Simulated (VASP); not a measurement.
Here is a VASP 6.6.1 calculation.

INCAR

```
SYSTEM = Ga2O3
  PREC = Accurate
  ENCUT = 520
  EDIFF = 1E-6
  ISMEAR = 0
  SIGMA = 0.05
  LREAL = Auto
  LASPH = .TRUE.
  NELM = 100
  ALGO = Normal
  ISIF = 2
  LWAVE = .FALSE.
  LCHARG = .TRUE.
  GGA = PE
  LELF = .TRUE.
  LVHAR = .TRUE.
  NBANDS = 104
```

File KPOINTS:

```
Automatic mesh
0
G
  5 9 3
  0 0 0
```

The input POSCAR:

```
Ga2O3
1.0
    1.4027234631      0.0000000000     -5.7076941965
    0.0000000000      3.0835130475      0.0000000000
   11.7534993698      0.0000000000      2.8768319744
Ga O
8 12
Direct
   -0.1247666037      0.0000000000      0.8399134337
    0.6252333964      0.5000000000      0.3399134337
    0.3747666036      0.0000000000      0.6600865663
    0.1247666037      0.5000000000      0.1600865663
    0.1400524708      0.0000000000      0.4085007299
    0.3900524708      0.5000000000      0.9085007299
    0.6099475292      0.0000000000      0.0914992701
   -0.1400524707      0.5000000000      0.5914992701
   -0.4024618726      0.0000000000      0.9134883783
    0.3475381274      0.5000000000      0.4134883783
    0.6524618726      0.0000000000      0.5865116217
    0.4024618727      0.5000000000      0.0865116217
    0.1474912228      0.0000000000      0.9237013128
   -0.1025087772      0.5000000000      0.4237013128
    0.1025087772      0.0000000000      0.5762986872
    0.8525087772      0.5000000000      0.0762986872
    0.1163284238      0.0000000000      0.2460195696
    0.3663284238      0.5000000000      0.7460195696
    0.6336715762      0.0000000000      0.2539804304
   -0.1163284238      0.5000000000      0.7539804304
```

Potentials or basis: VASP PAW PBE potentials, release 64 (Ga_d, O).

Command:

```sh
$ cat potpaw_PBE.64/Ga_d/POTCAR potpaw_PBE.64/O/POTCAR > POTCAR
$ mpirun -np 1 vasp_std > vasp.out
```

**Question.** Predict the band gap on the k mesh.

**Answer.** 1.45 eV, indirect (least direct gap 1.58 eV).

**Question.** Estimate the pressure.

**Answer.** 0.2 GPa.

Forces in eV/Å, atoms in the order of the input:
```
Ga   0.769  0.000 -1.903
Ga   0.044  0.000 -0.063
Ga  -0.044  0.000  0.063
Ga  -0.769  0.000  1.903
Ga   0.006  0.000 -0.023
Ga  -1.566  0.000  2.926
Ga   1.566  0.000 -2.926
Ga  -0.006  0.000  0.023
O    0.971  0.000  0.436
O    0.029  0.000  0.004
O   -0.029  0.000 -0.004
O   -0.971  0.000 -0.436
O   -0.125  0.000 -1.098
O   -0.024  0.000 -0.006
O    0.024  0.000  0.006
O    0.125  0.000  1.098
O    0.102  0.000 -0.371
O    0.032  0.000 -0.295
O   -0.032  0.000  0.295
O   -0.102  0.000  0.371
```

Caveat: forces of over 1 eV/Å act on the atoms, so gaps and moduli don't describe the material at rest. A k mesh can miss the band edges.
